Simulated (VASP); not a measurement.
C17O2, 19 atoms in the cell. The cell holds a slab with vacuum, 19 atoms: a = 4.912 Å, b = 3.635 Å, c = 29.985 Å, α = 90.00°, β = 90.00°, γ = 109.74°. 

| Item | Value |
| --- | --- |
| Program | VASP 6.6.1 |
| Task | single point |
| Functional | PBE |
| Dispersion | D3(BJ) |
| Potentials or basis | VASP PAW PBE potentials, release 64 (C, O) |
| Cutoff | 520 eV |
| k mesh | 6 × 8 × 1 |
| Occupations | gaussian, width 0.1 eV |
| Spin | no spin polarisation |
| Dipole correction | yes |
| Further INCAR settings | LREAL = Auto; ALGO = Normal; EDIFF = 1e-06; NBANDS = 55 |

Potentials or basis: VASP PAW PBE potentials, release 64 (C, O).

Run with:

```sh
$ cat potpaw_PBE.64/C/POTCAR potpaw_PBE.64/O/POTCAR > POTCAR
$ mpirun -np 1 vasp_std > vasp.out
```

Hardware: 1 thread of Intel(R) Xeon(R) Platinum 8488C (Sapphire Rapids), on a shared host.

Problem. How long does it take, and how much memory?

Solution. It took 30 min on 1 thread of Intel(R) Xeon(R) Platinum 8488C (Sapphire Rapids) (shared host), peak memory 0.79 GiB. Counts: scf iterations 29, k points 26.
